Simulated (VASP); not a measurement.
Wanted: the native input for a VASP 6.6.1 run.

* Task: single point
* Functional: PBE
* Potentials or basis: VASP PAW PBE potentials, release 64 (Ta_pv, F)
* Cutoff: 520 eV
* k mesh: 12 × 12 × 12
* Occupations: gaussian, width 0.15 eV
* Spin: no spin polarisation
* Dipole correction: no
* Further INCAR settings: ALGO = Normal; EDIFF = 1e-06; NBANDS = 24

The structure of TaF3 lies in POSCAR:

```
TaF3
1.0
    3.8426820000      0.0000000000      0.0000000000
    0.0000000000      3.8426820000      0.0000000000
    0.0000000000      0.0000000000      3.7841640000
Ta F
1 3
Direct
    0.0000000000      0.0000000000      0.0000000000
    0.5000000000      0.0000000000      0.0000000000
    0.0000000000      0.5000000000      0.0000000000
    0.0000000000      0.0000000000      0.5000000000
```

This cell differs from its parent crystal: strain -0.015 along x and y, -0.030 along z.

One way to write it, as run:

INCAR

```
ALGO = Normal ; EDIFF = 1E-6
ENCUT = 520 ; GGA = PE
ISIF = 2 ; ISMEAR = 0
LASPH = T ; LCHARG = F
LREAL = F ; LWAVE = F
NBANDS = 24 ; NELM = 60
PREC = Accurate ; SIGMA = 0.15
```

KPOINTS

```
k-points
0
Gamma
  12 12 12
```

Potentials or basis: VASP PAW PBE potentials, release 64 (Ta_pv, F).

Run with:

```sh
$ cat potpaw_PBE.64/Ta_pv/POTCAR potpaw_PBE.64/F/POTCAR > POTCAR
$ mpirun -np 1 vasp_std > vasp.out
```

Results of the run:

- Pressure: 40.7 GPa
- Band gap on the k mesh: zero (bands 16 and 17 overlap by 3.31 eV)

Caveat: the cell differs from its parent crystal (strain -0.015 along x and y, -0.030 along z); the cell stands under pressure; spin-orbit coupling is left out, which moves the levels of the heavy elements.

It took 4.1 min on 1 thread of Intel Xeon 8259CL, on a shared host, peak memory 0.33 GiB.
